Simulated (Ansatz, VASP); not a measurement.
**K2S: VASP beside Ansatz**

```
K S
1.0
     0.00000    3.66791    3.66791
     3.66791    0.00000    3.66791
     3.66791    3.66791    0.00000
K S
2 1
Direct
  0.25000 0.25000 0.25000
  0.75000 0.75000 0.75000
  0.00000 0.00000 0.00000
```

Alike in both runs: functional PBEsol; k mesh 6 × 6 × 6; occupations gaussian, width 0.02 eV; no spin polarisation.

Ansatz relaxed the structure, and its values are those at the end. VASP's run is a single point on that final structure, the one shown.

|  | VASP | Ansatz |
| --- | --- | --- |
| version | VASP 6.6.1 | Ansatz 0.2.0 |
| potentials or method | VASP PAW PBE potentials, release 64 (K_sv, S), cutoff 500 eV | scalar-relativistic, plane waves, PAW |
| valence electrons in the cell | 24 | 24 |

|  | VASP | Ansatz | Ansatz less VASP |
| --- | --- | --- | --- |
| gap on the k mesh at the Fermi level (eV) | 2.35 | 2.35 | +0.002 |
| least direct gap on the mesh (eV) | 2.57 | 2.58 | +0.003 |
| pressure (GPa) | 0.1 | 0.0 | -0.05 |

VASP's potentials were made for PBE, not for PBEsol.
